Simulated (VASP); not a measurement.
# In (Im-3m) in VASP: a series of runs

In is run at these levels: PBE; tasks: single point.

Everything below comes from runs of VASP 6.6.1. Logs are shortened: lines on timing, memory, paths and dates and some standing lists are left out, and cuts for length are marked.

**1. The cell of the first run**

The structure is cubic, space group Im-3m (No. 229). The conventional cell has a = 3.391 Å, b = 3.391 Å, c = 3.391 Å, α = 90.00°, β = 90.00°, γ = 90.00°. In (site symmetry m-3m) has 14 In at 2.94 to 3.39 Å within 3.9 Å.

**2. Single point, PBE (volume scaled by 0.7)**

The input, INCAR:

```
SYSTEM = In
PREC     = Accurate       ! precision mode
ENCUT    = 520            ! plane-wave cutoff, eV
EDIFF    = 1E-6           ! SCF threshold, eV
ISMEAR   = -1             ! smearing method
SIGMA    = 0.1            ! smearing width, eV
LREAL    = .FALSE.        ! projectors in reciprocal space
LASPH    = .TRUE.         ! aspherical terms in the spheres
NELM     = 60             ! most SCF steps
ALGO     = Normal         ! electronic algorithm
ISIF     = 2              ! what is computed and relaxed
LWAVE    = .FALSE.        ! write WAVECAR
LCHARG   = .FALSE.        ! write CHGCAR
GGA      = PE             ! functional
NBANDS   = 12             ! bands
```

The input, KPOINTS:

```
regular mesh
0
G
  16 16 16
  0 0 0
```

The input, POSCAR:

```
In
1.0
   -1.6953467007      1.6953467007      1.6953467007
    1.6953467007     -1.6953467007      1.6953467007
    1.6953467007      1.6953467007     -1.6953467007
In
1
Direct
    0.0000000000      0.0000000000      0.0000000000
```

Potentials or basis: VASP PAW PBE potentials, release 64 (In_d).

Command:

```
> cat potpaw_PBE.64/In_d/POTCAR > POTCAR
> mpirun -np 1 vasp_std > vasp.out
```

OUTCAR:

```text
SYSTEM = In
   PREC = Accurate
   ENCUT = 520
   EDIFF = 1E-6
   ISMEAR = -1
   LREAL = .FALSE.
   LASPH = .TRUE.
   NELM = 60
   ISIF = 2
   GGA = PE

 ion  position               nearest neighbor table
   1  0.000  0.000  0.000-

  LATTYP: Found a body centered cubic cell.
 ALAT       =     3.3906934014

  Lattice vectors:

 A1 = (  -1.6953467007,   1.6953467007,   1.6953467007)
 A2 = (   1.6953467007,  -1.6953467007,   1.6953467007)
 A3 = (   1.6953467007,   1.6953467007,  -1.6953467007)

Analysis of symmetry for initial positions (statically):
=====================================================================
 Subroutine PRICEL returns:
 Original cell was already a primitive cell.

 Routine SETGRP: Setting up the symmetry group for a
 body centered cubic supercell.

 Subroutine GETGRP returns: Found 48 space group operations
 (whereof 48 operations were pure point group operations)
 out of a pool of 48 trial point group operations.

The static configuration has the point symmetry O_h .

Analysis of symmetry for dynamics (positions and initial velocities):
=====================================================================
 Subroutine PRICEL returns:
 Original cell was already a primitive cell.

 Routine SETGRP: Setting up the symmetry group for a
 body centered cubic supercell.

 Subroutine GETGRP returns: Found 48 space group operations
 (whereof 48 operations were pure point group operations)
 out of a pool of 48 trial point group operations.

The dynamic configuration has the point symmetry O_h .

 Subroutine INISYM returns: Found 48 space group operations
 (whereof 48 operations are pure point group operations),
 and found     1 'primitive' translations

----------------------------------------------------------------------------------------

                                     Primitive cell

  volume of cell :      19.4911

  direct lattice vectors                    reciprocal lattice vectors
    -1.695346701  1.695346701  1.695346701     0.000000000  0.294924926  0.294924926
     1.695346701 -1.695346701  1.695346701     0.294924926  0.000000000  0.294924926
     1.695346701  1.695346701 -1.695346701     0.294924926  0.294924926  0.000000000

  length of vectors
     2.936426622  2.936426622  2.936426622     0.417086830  0.417086830  0.417086830

  position of ions in fractional coordinates (direct lattice)
     0.000000000  0.000000000  0.000000000

  ion indices of the primitive-cell ions
   primitive index   ion index
                 1           1

----------------------------------------------------------------------------------------

 KPOINTS: regular mesh

Automatic generation of k-mesh.
 Grid dimensions read from file:
 generate k-points for:   16   16   16

 Generating k-lattice:

  Cartesian coordinates                     Fractional coordinates (reciprocal lattice)
     0.000000000  0.018432808  0.018432808     0.062500000  0.000000000  0.000000000
     0.018432808  0.000000000  0.018432808     0.000000000  0.062500000  0.000000000
     0.018432808  0.018432808  0.000000000     0.000000000  0.000000000  0.062500000

  Length of vectors
     0.026067927  0.026067927  0.026067927

  Shift w.r.t. Gamma in fractional coordinates (k-lattice)
     0.000000000  0.000000000  0.000000000

 Subroutine IBZKPT returns following result:
 ===========================================

 Found    145 irreducible k-points:

 Following reciprocal coordinates:
            Coordinates               Weight
  0.000000  0.000000  0.000000      1.000000
  0.062500  0.000000  0.000000     12.000000
  0.125000  0.000000  0.000000     12.000000
  0.187500  0.000000  0.000000     12.000000
  0.250000  0.000000  0.000000     12.000000
  0.312500  0.000000  0.000000     12.000000
[... 16 lines left out ...]
  0.187500  0.187500  0.000000     24.000000
  0.250000  0.187500  0.000000     48.000000
 [... further k-points ...]
   k-points           NKPTS =    145   k-points in BZ     NKDIM =    145   number of bands    NBANDS=     12
   number of dos      NEDOS =    301   number of ions     NIONS =      1
   total plane-waves  NPLWV =  13824
   dimension x,y,z NGX =    24 NGY =   24 NGZ =   24
   dimension x,y,z NGXF=    48 NGYF=   48 NGZF=   48
   ions per type =               1
   NGX,Y,Z   is equivalent  to a cutoff of  13.59, 13.59, 13.59 a.u.
   NGXF,Y,Z  is equivalent  to a cutoff of  27.18, 27.18, 27.18 a.u.
 SYSTEM =  In
   PREC   = accura    normal or accurate (medium, high low for compatibility)
   ISTART =      0    job   : 0-new  1-cont  2-samecut
   ICHARG =      2    charge: 1-file 2-atom 10-const
   ISPIN  =      1    spin polarized calculation?
   LNONCOLLINEAR =      F non collinear calculations
   LSORBIT =      F    spin-orbit coupling
   LASPH  =      T    aspherical Exc in radial PAW
   ENCUT  =  520.0 eV  38.22 Ry    6.18 a.u.   5.46  5.46  5.46*2*pi/ulx,y,z
   NELM   =     60;   NELMIN=  2; NELMDL= -5     # of ELM steps
   EDIFF  = 0.1E-05   stopping-criterion for ELM
   LREAL  =      F    real-space projection
   EDIFFG = 0.1E-04   stopping-criterion for IOM
   NSW    =      0    number of steps for IOM
   IBRION =     -1    ionic relax: 0-MD 1-quasi-New 2-CG
   NFREE  =      0    steps in history (QN), initial steepest desc. (CG)
   ISIF   =      2    stress and relaxation
   ISYM   =      2    0-nonsym 1-usesym 2-fastsym
   POTIM  = 0.5000    time-step for ionic-motion
   TEBEG  =    0.0;   TEEND  =   0.0 temperature during run
   PSTRESS=    0.0 pullay stress
   NELECT =      13.0000    total number of electrons
   NUPDOWN=      -1.0000    fix difference up-down
   EMIN   =  10.00;   EMAX   =-10.00  energy-range for DOS
   EFERMI =   0.00;   METHOD = LEGACY
   ISMEAR =    -1;   SIGMA  =   0.10  broadening in eV -4-tet -1-fermi 0-gaus
   EFERMI_NEDOS =   21; number of points for ismear=-14 and -15
   IALGO  =     38    algorithm
   IMIX   =      4    mixing-type and parameters
     AMIX     =   0.40;   BMIX     =  1.00
     AMIX_MAG =   1.60;   BMIX_MAG =  1.00
  volume/ion in A,a.u.               =      19.49       131.53
  Fermi-wavevector in a.u.,A,eV,Ry     =   1.430356  2.702981 27.836402  2.045918
  Thomas-Fermi vector in A             =   2.550210
   LORBIT       =      0    0 simple, 1 ext, 2 COOP (PROOUT), +10 PAW based schemes
   GGA     = PE    functional components
   LHFCALC =     F    Hartree Fock is set to
   AEXX    =    0.0000 exact exchange contribution
   IVDW    =     0    specifies the selected vdW correction
   LEPSILON=     F    determine dielectric tensor
   LRPA    =     F    only Hartree local field effects (RPA)
 non-spin polarized calculation
  energy-cutoff  :      520.00
  volume of cell :       19.49
 maximum number of plane-waves:       540
 NGX is ok and might be reduce to    24
   NGX = 11   NGY = 11   NGZ = 11

 number of electron      12.9999998 magnetization

 Free energy of the ion-electron system (eV)
  ---------------------------------------------------
  ext. energy  EPLUGINS =         0.00000000
  ---------------------------------------------------
  free energy    TOTEN  =        -1.99845120 eV

  energy without entropy =       -1.98349501  energy(sigma->0) =       -1.99097310

 E-fermi :  11.5296     XC(G=0): -11.7359

 val. band max:       11.5282613618   @ k =   0.2500   0.1875   0.1250
 cond. band min:      11.5881783882   @ k =   0.3125   0.0625   0.0625
 fundamental gap:      0.0599170264
 Fermi energy:        11.5295888934

 k-point     1 :       0.0000    0.0000    0.0000
  band No.  band energies     occupation
      1      -3.8004      2.00000
      2      -3.8004      2.00000
      3      -3.8004      2.00000
      4      -3.2329      2.00000
      5      -3.2329      2.00000
      6      -0.4595      2.00000
      7      25.1877      0.00000
      8      25.1877      0.00000
      9      25.1877      0.00000
     10      26.3004      0.00000
     11      26.3004      0.00000
     12      26.3004      0.00000

 k-point     2 :       0.0625    0.0000    0.0000
  band No.  band energies     occupation
      1      -3.8104      2.00000
      2      -3.7941      2.00000
      3      -3.7677      2.00000
      4      -3.2436      2.00000
      5      -3.2329      2.00000
      6      -0.3457      2.00000
      7      24.1263      0.00000
      8      24.9424      0.00000
      9      25.0512      0.00000
     10      25.5611      0.00000
     11      25.6300      0.00000
     12      25.9811      0.00000

 k-point     3 :       0.1250    0.0000    0.0000
  band No.  band energies     occupation
      1      -3.8387      2.00000
      2      -3.7821      2.00000
      3      -3.6734      2.00000
      4      -3.2714      2.00000
      5      -3.2326      2.00000
      6       0.0011      2.00000
      7      21.6082      0.00000
      8      23.9173      0.00000
      9      24.1785      0.00000
     10      24.7296      0.00000
     11      25.1923      0.00000
     12      26.1770      0.00000

 k-point     4 :       0.1875    0.0000    0.0000
  band No.  band energies     occupation
      1      -3.8808      2.00000
      2      -3.7833      2.00000
      3      -3.5291      2.00000
      4      -3.3017      2.00000
      5      -3.2317      2.00000
      6       0.5907      2.00000
      7      18.9078      0.00000
      8      22.7407      0.00000
      9      22.7554      0.00000
     10      24.3612      0.00000
     11      24.8388      0.00000
     12      26.8236      0.00000

 k-point     5 :       0.2500    0.0000    0.0000
  band No.  band energies     occupation
      1      -3.9301      2.00000
      2      -3.8153      2.00000
      3      -3.3539      2.00000
      4      -3.3152      2.00000
      5      -3.2302      2.00000
      6       1.4289      2.00000
      7      16.2654      0.00000
      8      21.4604      0.00000
      9      21.6937      0.00000
     10      24.0256      0.00000
     11      24.5731      0.00000
     12      27.7545      0.00000
[... 228 lines left out ...]
      1      -4.0151      2.00000
      2      -3.9073      2.00000
      3      -3.2831      2.00000
      4      -3.2596      2.00000
      5      -2.9797      2.00000
      6       5.7626      2.00000
      7       9.5379      2.00000
      8      16.3882      0.00000
      9      19.3358      0.00000
     10      24.4190      0.00000
     11      27.2251      0.00000
     12      29.2547      0.00000

 k-point    22 :       0.4375    0.1250    0.0000
  band No.  band energies     occupation
      1      -4.0241      2.00000
      2      -3.9209      2.00000
      3      -3.2680      2.00000
      4      -3.2667      2.00000
      5      -2.9490      2.00000
      6       7.3009      2.00000
      7       7.7969      2.00000
      8      16.2560      0.00000
      9      19.2093      0.00000
     10      24.3831      0.00000
     11      27.1841      0.00000
     12      29.7026      0.00000

 k-point    23 :       0.1875    0.1875    0.0000
  band No.  band energies     occupation
      1      -3.9375      2.00000
      2      -3.7862      2.00000
      3      -3.3399      2.00000
      4      -3.3143      2.00000
      5      -3.1865      2.00000
      6       2.7739      2.00000
      7      15.2628      0.00000
      8      16.0463      0.00000
      9      20.3530      0.00000
     10      25.2376      0.00000
     11      26.6434      0.00000
     12      29.3811      0.00000

 k-point    24 :       0.2500    0.1875    0.0000
  band No.  band energies     occupation
      1      -3.9663      2.00000
      2      -3.7866      2.00000
      3      -3.3252      2.00000
      4      -3.3097      2.00000
      5      -3.1206      2.00000
      6       3.9863      2.00000
      7      13.1588      0.00000
      8      15.0553      0.00000
      9      19.7289      0.00000
     10      25.2522      0.00000
     11      27.1509      0.00000
     12      29.8480      0.00000

 [... further k-points ...]

------------------------ aborting loop because EDIFF is reached ----------------------------------------

  FORCE on cell =-STRESS in cart. coord.  units (eV):
  Direction    XX          YY          ZZ          XY          YZ          ZX
  --------------------------------------------------------------------------------------
  -------------------------------------------------------------------------------------
  Total        3.7309686      3.7309686      3.7309686      0.0000000      0.0000000     -0.0000000
  in kB      306.6878808    306.6878808    306.6878808      0.0000000      0.0000000     -0.0000000
  external PRESSURE =     306.6878808 kB  Pullay stress =       0.0000000 kB

 VOLUME and BASIS-vectors are now :
 -----------------------------------------------------------------------------
  energy-cutoff  :      520.00
  volume of cell :       19.49
      direct lattice vectors                 reciprocal lattice vectors
    -1.695346701  1.695346701  1.695346701     0.000000000  0.294924926  0.294924926
     1.695346701 -1.695346701  1.695346701     0.294924926  0.000000000  0.294924926
     1.695346701  1.695346701 -1.695346701     0.294924926  0.294924926  0.000000000

 POSITION                                       TOTAL-FORCE (eV/Angst)
 -----------------------------------------------------------------------------------
      0.00000      0.00000      0.00000         0.000000      0.000000     -0.000000
 -----------------------------------------------------------------------------------
    total drift:                               -0.000000      0.000000     -0.000000

  FREE ENERGIE OF THE ION-ELECTRON SYSTEM (eV)
  ---------------------------------------------------
  free  energy   TOTEN  =        -1.9984512007 eV

  energy  without entropy=       -1.9834950084  energy(sigma->0) =       -1.99097310
```

Wall time 35 s (1 thread of Intel Xeon 8259CL, shared host); peak memory 0.16 GiB.

What came out:

* Free energy: -1.9985 eV
* Pressure: 30.7 GPa

Caveat: spin-orbit coupling is left out, which moves the levels of the heavy elements.

(Continued in part 2 of 3.)
